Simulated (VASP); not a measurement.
# FeO (Fm-3m) in VASP: settings compared

The runs below take FeO through single point, with PBE, PBEsol+D4.

Program: VASP 6.6.1. These are calculated values, not measurements. Logs are shortened: lines on timing, memory, paths and dates and some standing lists are left out, and cuts for length are marked.

**1. The cell of the first run**

It takes space group Fm-3m (No. 225, cubic). Conventional cell: a = 4.311 Å, b = 4.311 Å, c = 4.311 Å, α = 90.00°, β = 90.00°, γ = 90.00°. Fe (site symmetry m-3m) has 6 O at 2.16 Å within 2.9 Å. O (site symmetry m-3m) has 6 Fe at 2.16 Å within 2.9 Å.

**2. Single point, PBE, collinear spin, ferromagnetic start**

INCAR

```
SYSTEM = FeO
PREC     = Accurate       ! precision mode
ENCUT    = 700            ! plane-wave cutoff, eV
EDIFF    = 1E-6           ! SCF threshold, eV
ISMEAR   = 0              ! smearing method
SIGMA    = 0.028999999999999998 ! smearing width, eV
LREAL    = .False.        ! projectors in reciprocal space
LASPH    = .True.         ! aspherical terms in the spheres
NELM     = 200            ! most SCF steps
ALGO     = Normal         ! electronic algorithm
ISIF     = 2              ! what is computed and relaxed
LWAVE    = .False.        ! write WAVECAR
LCHARG   = .False.        ! write CHGCAR
ISPIN    = 2              ! spin polarisation
MAGMOM   = 3 0            ! initial moments
LORBIT   = 11             ! projections on sites
LMAXMIX  = 4              ! l up to which the mixer works
GGA      = PE             ! functional
NBANDS   = 22             ! bands
GGA_COMPAT= .False.
```

KPOINTS

```
regular mesh
0
Gamma
  11 11 11
  0 0 0
```

POSCAR

```
FeO
1.0
    0.0000000000      2.1554000000      2.1554000000
    2.1554000000      0.0000000000      2.1554000000
    2.1554000000      2.1554000000      0.0000000000
Fe O
1 1
Direct
    0.0000000000      0.0000000000      0.0000000000
    0.5000000000      0.5000000000      0.5000000000
```

Potentials or basis: VASP PAW PBE potentials, release 64 (Fe_sv, O).

Run with:

```bash
> cat potpaw_PBE.64/Fe_sv/POTCAR potpaw_PBE.64/O/POTCAR > POTCAR
> mpirun -np 1 vasp_std > vasp.out
```

OUTCAR:

```text
SYSTEM = FeO
   PREC = Accurate
   ENCUT = 700
   EDIFF = 1E-6
   ISMEAR = 0
   LREAL = .False.
   LASPH = .True.
   NELM = 200
   ISIF = 2
   ISPIN = 2
   LORBIT = 11
   GGA = PE

 ion  position               nearest neighbor table
   1  0.000  0.000  0.000-   2 2.16   2 2.16   2 2.16   2 2.16   2 2.16   2 2.16
   2  0.500  0.500  0.500-   1 2.16   1 2.16   1 2.16   1 2.16   1 2.16   1 2.16

  LATTYP: Found a face centered cubic cell.
 ALAT       =     4.3108000000

  Lattice vectors:

 A1 = (   0.0000000000,   2.1554000000,   2.1554000000)
 A2 = (   2.1554000000,   0.0000000000,   2.1554000000)
 A3 = (   2.1554000000,   2.1554000000,   0.0000000000)

Analysis of symmetry for initial positions (statically):
=====================================================================
 Subroutine PRICEL returns:
 Original cell was already a primitive cell.

 Routine SETGRP: Setting up the symmetry group for a
 face centered cubic supercell.

 Subroutine GETGRP returns: Found 48 space group operations
 (whereof 48 operations were pure point group operations)
 out of a pool of 48 trial point group operations.

The static configuration has the point symmetry O_h .

Analysis of symmetry for dynamics (positions and initial velocities):
=====================================================================
 Subroutine PRICEL returns:
 Original cell was already a primitive cell.

 Routine SETGRP: Setting up the symmetry group for a
 face centered cubic supercell.

 Subroutine GETGRP returns: Found 48 space group operations
 (whereof 48 operations were pure point group operations)
 out of a pool of 48 trial point group operations.

The dynamic configuration has the point symmetry O_h .

Analysis of structural, dynamic, and magnetic symmetry:
=====================================================================
 Subroutine PRICEL returns:
 Original cell was already a primitive cell.

 Routine SETGRP: Setting up the symmetry group for a
 face centered cubic supercell.

 Subroutine GETGRP returns: Found 48 space group operations
 (whereof 48 operations were pure point group operations)
 out of a pool of 48 trial point group operations.

The overall configuration has the point symmetry O_h .

 Subroutine INISYM returns: Found 48 space group operations
 (whereof 48 operations are pure point group operations),
 and found     1 'primitive' translations

----------------------------------------------------------------------------------------

                                     Primitive cell

  volume of cell :      20.0269

  direct lattice vectors                    reciprocal lattice vectors
     0.000000000  2.155400000  2.155400000    -0.231975503  0.231975503  0.231975503
     2.155400000  0.000000000  2.155400000     0.231975503 -0.231975503  0.231975503
     2.155400000  2.155400000  0.000000000     0.231975503  0.231975503 -0.231975503

  length of vectors
     3.048195912  3.048195912  3.048195912     0.401793358  0.401793358  0.401793358

  position of ions in fractional coordinates (direct lattice)
     0.000000000  0.000000000  0.000000000
     0.500000000  0.500000000  0.500000000

  ion indices of the primitive-cell ions
   primitive index   ion index
                 1           1
                 2           2

----------------------------------------------------------------------------------------

 KPOINTS: regular mesh

Automatic generation of k-mesh.
 Grid dimensions read from file:
 generate k-points for:   11   11   11

 Generating k-lattice:

  Cartesian coordinates                     Fractional coordinates (reciprocal lattice)
    -0.021088682  0.021088682  0.021088682     0.090909091  0.000000000  0.000000000
     0.021088682 -0.021088682  0.021088682     0.000000000  0.090909091  0.000000000
     0.021088682  0.021088682 -0.021088682     0.000000000  0.000000000  0.090909091

  Length of vectors
     0.036526669  0.036526669  0.036526669

  Shift w.r.t. Gamma in fractional coordinates (k-lattice)
     0.000000000  0.000000000  0.000000000

 Subroutine IBZKPT returns following result:
 ===========================================

 Found     56 irreducible k-points:

 Following reciprocal coordinates:
            Coordinates               Weight
  0.000000  0.000000  0.000000      1.000000
  0.090909  0.000000  0.000000      8.000000
  0.181818  0.000000  0.000000      8.000000
  0.272727  0.000000  0.000000      8.000000
  0.363636  0.000000  0.000000      8.000000
  0.454545  0.000000  0.000000      8.000000
[... 16 lines left out ...]
 -0.272727  0.181818  0.000000     24.000000
 -0.181818  0.181818  0.000000     12.000000
 [... further k-points ...]
   k-points           NKPTS =     56   k-points in BZ     NKDIM =     56   number of bands    NBANDS=     22
   number of dos      NEDOS =    301   number of ions     NIONS =      2
   total plane-waves  NPLWV =  21952
   dimension x,y,z NGX =    28 NGY =   28 NGZ =   28
   dimension x,y,z NGXF=    56 NGYF=   56 NGZF=   56
   ions per type =               1   1
   NGX,Y,Z   is equivalent  to a cutoff of  15.27, 15.27, 15.27 a.u.
   NGXF,Y,Z  is equivalent  to a cutoff of  30.54, 30.54, 30.54 a.u.
 SYSTEM =  FeO
   PREC   = accura    normal or accurate (medium, high low for compatibility)
   ISTART =      0    job   : 0-new  1-cont  2-samecut
   ICHARG =      2    charge: 1-file 2-atom 10-const
   ISPIN  =      2    spin polarized calculation?
   LNONCOLLINEAR =      F non collinear calculations
   LSORBIT =      F    spin-orbit coupling
   LASPH  =      T    aspherical Exc in radial PAW
   ENCUT  =  700.0 eV  51.45 Ry    7.17 a.u.   6.58  6.58  6.58*2*pi/ulx,y,z
   NELM   =    200;   NELMIN=  2; NELMDL= -5     # of ELM steps
   EDIFF  = 0.1E-05   stopping-criterion for ELM
   LREAL  =      F    real-space projection
   EDIFFG = 0.1E-04   stopping-criterion for IOM
   NSW    =      0    number of steps for IOM
   IBRION =     -1    ionic relax: 0-MD 1-quasi-New 2-CG
   NFREE  =      0    steps in history (QN), initial steepest desc. (CG)
   ISIF   =      2    stress and relaxation
   ISYM   =      2    0-nonsym 1-usesym 2-fastsym
   POTIM  = 0.5000    time-step for ionic-motion
   TEBEG  =    0.0;   TEEND  =   0.0 temperature during run
   PSTRESS=    0.0 pullay stress
   NELECT =      22.0000    total number of electrons
   NUPDOWN=      -1.0000    fix difference up-down
   EMIN   =  10.00;   EMAX   =-10.00  energy-range for DOS
   EFERMI =   0.00;   METHOD = LEGACY
   ISMEAR =     0;   SIGMA  =   0.03  broadening in eV -4-tet -1-fermi 0-gaus
   EFERMI_NEDOS =   21; number of points for ismear=-14 and -15
   IALGO  =     38    algorithm
   IMIX   =      4    mixing-type and parameters
     AMIX     =   0.40;   BMIX     =  1.00
     AMIX_MAG =   1.60;   BMIX_MAG =  1.00
  volume/ion in A,a.u.               =      10.01        67.57
  Fermi-wavevector in a.u.,A,eV,Ry     =   1.689187  3.192101 38.822242  2.853354
  Thomas-Fermi vector in A             =   2.771359
   LORBIT       =     11    0 simple, 1 ext, 2 COOP (PROOUT), +10 PAW based schemes
   GGA     = PE    functional components
   LHFCALC =     F    Hartree Fock is set to
   AEXX    =    0.0000 exact exchange contribution
   IVDW    =     0    specifies the selected vdW correction
   LEPSILON=     F    determine dielectric tensor
   LRPA    =     F    only Hartree local field effects (RPA)
 spin polarized calculation
 Gauss-broadening in eV      SIGMA  =   0.03
  energy-cutoff  :      700.00
  volume of cell :       20.03
 maximum number of plane-waves:       869
   NGX = 13   NGY = 13   NGZ = 13

 number of electron      21.9999992 magnetization       4.0005990

 Free energy of the ion-electron system (eV)
  ---------------------------------------------------
  ext. energy  EPLUGINS =         0.00000000
  ---------------------------------------------------
  free energy    TOTEN  =       -15.03908463 eV

  energy without entropy =      -15.03825990  energy(sigma->0) =      -15.03867227

 E-fermi :   9.8181     XC(G=0): -12.5275

 val. band max:        9.8135048721   @ k =  -0.3636   0.2727   0.0909
 cond. band min:       9.8251871515   @ k =   0.0000   0.0000   0.0000
 fundamental gap:      0.0116822794
 Fermi energy:         9.8180665774

 spin component 1

 k-point     1 :       0.0000    0.0000    0.0000
  band No.  band energies     occupation
      1     -80.1071      1.00000
      2     -46.1337      1.00000
      3     -46.1337      1.00000
      4     -46.1337      1.00000
      5     -10.9725      1.00000
      6       5.9366      1.00000
[... 14 lines left out ...]
     21      30.3693      0.00000
     22      33.4349      0.00000
[... 552 lines left out ...]
  band No.  band energies     occupation
      1     -80.1036      1.00000
      2     -46.1622      1.00000
      3     -46.1458      1.00000
      4     -46.1369      1.00000
      5     -10.2698      1.00000
      6       2.4901      1.00000
[... 14 lines left out ...]
     21      36.0911      0.00000
     22      37.8299      0.00000

 [... further k-points ...]

 spin component 2

 k-point     1 :       0.0000    0.0000    0.0000
  band No.  band energies     occupation
      1     -75.9429      1.00000
      2     -42.0625      1.00000
      3     -42.0625      1.00000
      4     -42.0625      1.00000
      5     -10.4488      1.00000
      6       6.4836      1.00000
[... 14 lines left out ...]
     21      31.9613      0.00000
     22      34.5587      0.00000
[... 552 lines left out ...]
  band No.  band energies     occupation
      1     -75.9386      1.00000
      2     -42.0985      1.00000
      3     -42.0776      1.00000
      4     -42.0664      1.00000
      5      -9.7311      1.00000
      6       3.3504      1.00000
[... 14 lines left out ...]
     21      36.8637      0.00000
     22      38.6041      0.00000

 [... further k-points ...]

------------------------ aborting loop because EDIFF is reached ----------------------------------------

  FORCE on cell =-STRESS in cart. coord.  units (eV):
  Direction    XX          YY          ZZ          XY          YZ          ZX
  --------------------------------------------------------------------------------------
  -------------------------------------------------------------------------------------
  Total       -0.1756883     -0.1756883     -0.1756883      0.0000000      0.0000000      0.0000000
  in kB      -14.0552855    -14.0552855    -14.0552855      0.0000000      0.0000000      0.0000000
  external PRESSURE =     -14.0552855 kB  Pullay stress =       0.0000000 kB

 VOLUME and BASIS-vectors are now :
 -----------------------------------------------------------------------------
  energy-cutoff  :      700.00
  volume of cell :       20.03
      direct lattice vectors                 reciprocal lattice vectors
     0.000000000  2.155400000  2.155400000    -0.231975503  0.231975503  0.231975503
     2.155400000  0.000000000  2.155400000     0.231975503 -0.231975503  0.231975503
     2.155400000  2.155400000  0.000000000     0.231975503  0.231975503 -0.231975503

 POSITION                                       TOTAL-FORCE (eV/Angst)
 -----------------------------------------------------------------------------------
      0.00000      0.00000      0.00000         0.000000      0.000000      0.000000
      2.15540      2.15540      2.15540         0.000000     -0.000000     -0.000000
 -----------------------------------------------------------------------------------
    total drift:                                0.000000      0.000000      0.000000

  FREE ENERGIE OF THE ION-ELECTRON SYSTEM (eV)
  ---------------------------------------------------
  free  energy   TOTEN  =       -15.0390846332 eV

  energy  without entropy=      -15.0382599006  energy(sigma->0) =      -15.03867227

 total charge

# of ion       s       p       d       tot
------------------------------------------
    1        2.103   5.998   5.515  13.616
    2        1.552   3.442   0.000   4.994
--------------------------------------------------
tot          3.654   9.440   5.515  18.610

 magnetization (x)

# of ion       s       p       d       tot
------------------------------------------
    1        0.015   0.011   3.453   3.478
    2        0.030   0.266   0.000   0.296
--------------------------------------------------
tot          0.045   0.276   3.453   3.774
```

Wall time 34 s (1 thread of Intel Xeon 6975P-C (Granite Rapids), shared host); peak memory 0.21 GiB.

Results:

| Quantity | Value |
| --- | --- |
| Free energy | -15.0391 eV |
| Pressure | -1.4 GPa |
| Band gap on the k mesh | zero (filled and empty bands overlap) |
| Net moment | 4.00 μB per cell |
| Site moments | Fe +3.48; O +0.30 μB |
| Valence electrons inside the program's atomic spheres | Fe 13.62; O 4.99 |

Levels at points of the mesh, in eV from the Fermi level:
Spin up:
```
           k point  band 9  band 10  band 11  band 12  band 13  band 14  band 15  band 16  band 17  band 18
(0.00, 0.00, 0.00)   -3.88    -3.88    -3.88    -3.69    -3.69     0.01    15.24    16.94    16.94    16.94
```
Spin down:
```
           k point  band 6  band 7  band 8  band 9  band 10  band 11  band 12  band 13
(0.00, 0.00, 0.00)   -3.33   -3.33   -3.33   -0.74    -0.74    -0.74     0.21     0.21
```

Caveat: a cell with one magnetic atom can't hold antiferromagnetic order, which such compounds often take; semilocal functionals often make such compounds metallic where correlation or magnetic order opens a gap, which also shifts bond lengths.

**3. Single point, PBEsol+D4, collinear spin, ferromagnetic start**

INCAR

```
SYSTEM = FeO
  PREC = Accurate
  ENCUT = 700
  EDIFF = 1E-6
  ISMEAR = -1
  SIGMA = 0.05
  LREAL = .False.
  LASPH = .True.
  NELM = 200
  ALGO = Normal
  ISIF = 2
  LWAVE = .False.
  LCHARG = .True.
  ISPIN = 2
  MAGMOM = 3 0
  LORBIT = 11
  LMAXMIX = 4
  GGA = PS
  IVDW = 13
  LELF = .True.
  LVHAR = .True.
  NBANDS = 22
  GGA_COMPAT = .False.
```

KPOINTS is that of step 2.

POSCAR is that of step 2.

Potentials or basis: VASP PAW PBE potentials, release 64 (Fe_sv, O).

Run with:

```bash
> cat potpaw_PBE.64/Fe_sv/POTCAR potpaw_PBE.64/O/POTCAR > POTCAR
> mpirun -np 1 vasp_std > vasp.out
```

It took 38 s on 1 thread of Intel Xeon 6975P-C (Granite Rapids), shared host; peak memory 0.2 GiB.

Results (log left out):

```
Free energy                                           : -16.3368 eV
Pressure                                              : -12.1 GPa
Band gap on the k mesh                                : zero (filled and empty bands overlap)
Net moment                                            : 4.00 μB per cell
Site moments                                          : Fe +3.47; O +0.30 μB
Valence electrons inside the program's atomic spheres : Fe 13.61; O 4.96
Dispersion energy per atom                            : -0.193 eV
```

Levels at points of the mesh, in eV from the Fermi level:
Spin up:
```tsv
k point	band 9	band 10	band 11	band 12	band 13	band 14	band 15	band 16	band 17	band 18
(0.00, 0.00, 0.00)	-3.88	-3.88	-3.88	-3.67	-3.67	-0.08	15.02	16.79	16.79	16.79
```
Spin down:
| k point | band 5 | band 6 | band 7 | band 8 | band 9 | band 10 | band 11 | band 12 | band 13 | band 14 |
| --- | --- | --- | --- | --- | --- | --- | --- | --- | --- | --- |
| (0.00, 0.00, 0.00) | -20.20 | -3.33 | -3.33 | -3.33 | -0.74 | -0.74 | -0.74 | 0.13 | 0.13 | 0.73 |

Caveat: the cell stands under tension; the PAW data sets were made with another functional, which shifts forces and pressure a little; a cell with one magnetic atom can't hold antiferromagnetic order, which such compounds often take; semilocal functionals often make such compounds metallic where correlation or magnetic order opens a gap, which also shifts bond lengths. With open d or f shells a metallic result of PBEsol can be an artefact of self-interaction; +U or a hybrid may open a gap.
